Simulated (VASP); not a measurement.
Here is a VASP 6.6.1 calculation.

The input INCAR:

```
SYSTEM = AlCo3
PREC = Accurate ; ENCUT = 600
EDIFF = 1E-6 ; ISMEAR = -1
SIGMA = 0.05 ; LREAL = .FALSE.
LASPH = .TRUE. ; NELM = 200
ALGO = Normal ; ISIF = 2
LWAVE = .FALSE. ; LCHARG = .FALSE.
ISPIN = 2 ; MAGMOM = 2 2 2 0
LORBIT = 11 ; LMAXMIX = 4
GGA = PS ; NBANDS = 39
GGA_COMPAT = .FALSE.
```

The input KPOINTS:

```
Automatic mesh
0
G
  8 8 8
  0 0 0
```

Contents of POSCAR:

```
AlCo3
1.0
    3.5749480000      0.0000000000      0.0000000000
    0.0000000000      3.5749480000      0.0000000000
    0.0000000000      0.0000000000      3.5749480000
Co Al
3 1
Direct
    0.0000000000      0.5000000000      0.5000000000
    0.5000000000      0.0000000000      0.5000000000
    0.5000000000      0.5000000000      0.0000000000
    0.0000000000      0.0000000000      0.0000000000
```

Potentials or basis: VASP PAW PBE potentials, release 64 (Co_sv, Al).

Command:

```console
$ cat potpaw_PBE.64/Co_sv/POTCAR potpaw_PBE.64/Al/POTCAR > POTCAR
$ mpirun -np 1 vasp_std > vasp.out
```

**Question.** Predict the net moment.

**Answer.** 3.85 μB per cell.

**Question.** Estimate the pressure.

**Answer.** -9.8 GPa.

**Question.** Predict the site moments.

**Answer.** Co +1.32; Al -0.04 μB.

Caveat: the cell stands under tension; the PAW data sets were made with another functional, which shifts forces and pressure a little.
